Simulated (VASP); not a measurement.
# HC16 (a cell with a defect): relaxation of the atoms with PBE+D3(BJ)

System: HC16 (a cell with a defect).

```
C H
1.0
     0.00000    3.57000    3.57000
     3.57000    0.00000    3.57000
     3.57000    3.57000    0.00000
C H
16 1
Cartesian
  0.0000 0.0000 0.0000
  0.8925 0.8925 0.8925
  1.7850 1.7850 0.0000
  2.6775 2.6775 0.8925
  1.7850 0.0000 1.7850
  2.6775 0.8925 2.6775
  3.5700 1.7850 1.7850
  4.4625 2.6775 2.6775
  0.0000 1.7850 1.7850
  0.8925 2.6775 2.6775
  1.7850 3.5700 1.7850
  2.6775 4.4625 2.6775
  1.7850 1.7850 3.5700
  2.6775 2.6775 4.4625
  3.5700 3.5700 3.5700
  4.4625 4.4625 4.4625
  4.5118 6.2287 4.4620
```

```json
{
 "Program": "VASP 6.6.1",
 "Task": "relaxation of the atoms",
 "Functional": "PBE",
 "Dispersion": "D3(BJ)",
 "Potentials or basis": "VASP PAW PBE potentials, release 64 (C, H)",
 "Cutoff": "520 eV",
 "k mesh": "3 × 3 × 3",
 "Occupations": "gaussian, width 0.05 eV",
 "Spin": "no spin polarisation",
 "Dipole correction": "no",
 "Charge": "1",
 "Further INCAR settings": "LREAL = Auto; ALGO = Normal; EDIFF = 1e-07; IBRION = 2; EDIFFG = -0.03; NSW = 80; NELECT = 64.0"
}
```

```yaml
Energy_gained_by_relaxing: 54.3 meV/atom
Ionic_steps: 65
Largest_force_after_relaxing: 0.025 eV/Å
Dispersion_energy_per_atom: -0.190 eV
```

Forces in eV/Å, atoms in the order of the input:
```
C   -0.001  0.006 -0.009
C   -0.003  0.001 -0.002
C    0.003  0.003  0.005
C    0.004  0.001  0.003
C   -0.006 -0.002  0.000
C   -0.011  0.007  0.001
C    0.004 -0.002  0.004
C    0.004 -0.003 -0.002
C    0.000 -0.006  0.004
C   -0.004 -0.001  0.005
C   -0.003 -0.004 -0.001
C   -0.002 -0.005  0.002
C   -0.005 -0.001  0.000
C    0.005  0.006  0.001
C   -0.002 -0.001 -0.003
C   -0.006  0.001  0.000
H    0.023 -0.001 -0.009
```

Step by step:
```csv
step,energy change (eV),largest force (eV/Å),pressure (GPa)
1,0.0000,1.3142,-19.46
3,-0.1062,0.3240,-20.08
5,-0.1107,0.3750,-20.05
7,-0.1530,0.7799,-19.98
9,-0.4959,1.7127,-18.42
11,-0.5227,1.8818,-18.01
13,-0.5332,2.3024,-17.56
15,-0.5348,2.3366,-17.51
17,-0.5403,2.4926,-17.32
19,-0.5474,2.6844,-17.06
21,-0.5895,2.5227,-17.07
23,-0.7261,1.8842,-16.97
25,-0.8361,1.5296,-16.35
27,-0.8915,0.4832,-16.40
29,-0.8969,0.5871,-16.38
31,-0.9087,0.2022,-16.31
33,-0.9126,0.1303,-16.27
35,-0.9144,0.0926,-16.18
37,-0.9152,0.0847,-16.10
39,-0.9160,0.0878,-15.97
41,-0.9170,0.0969,-15.77
43,-0.9177,0.0683,-15.64
45,-0.9179,0.0696,-15.61
47,-0.9182,0.0639,-15.60
49,-0.9184,0.1777,-15.62
51,-0.9188,0.1090,-15.62
53,-0.9198,0.1087,-15.69
55,-0.9199,0.1218,-15.74
57,-0.9208,0.0910,-15.80
59,-0.9215,0.1364,-16.10
61,-0.9223,0.0652,-16.01
63,-0.9229,0.0359,-16.05
65,-0.9230,0.0247,-16.04
```

Final structure:
```xyz
17
Lattice="0.0000 3.5700 3.5700 3.5700 0.0000 3.5700 3.5700 3.5700 0.0000" Properties=species:S:1:pos:R:3 pbc="T T T"
C     7.1070    3.5900    3.5810
C     0.8600    0.9238    0.8892
C     5.3119    1.8121    3.5650
C     2.6332    2.6996    0.8861
C     5.3177    3.6375    1.8180
C     2.6610    0.9200    2.6915
C     3.5181    1.8110    1.7800
C     4.4179    2.7010    2.6806
C     7.1067    5.3753    5.3541
C     0.8441    2.7060    2.6603
C     5.3095    3.5881    5.3383
C     2.6174    4.4915    2.6618
C     5.2491    5.3161    3.4804
C     2.7178    2.7644    4.5191
C     3.5067    3.5917    3.5386
C     4.3817    4.4447    4.4504
H     5.2121    5.8357    4.5477
```

Levels at points of the mesh, in eV from the Fermi level:
```
           k point  band 30  band 31  band 32  band 33  band 34  band 35
(0.00, 0.00, 0.00)    -0.56    -0.42    -0.27     2.40     3.02     4.02
```

Wall time 63 min on 1 thread of Intel(R) Xeon(R) Platinum 8375C CPU @ 2.90GHz (Ice Lake), on a shared host, peak memory 0.29 GiB.

Caveat: the k points lie up to 0.51 Å⁻¹ apart; the cell carries a net charge on a neutralising background, which shifts energy and pressure; the cell is charged against a uniform background, so pressure and absolute levels hang on convention.
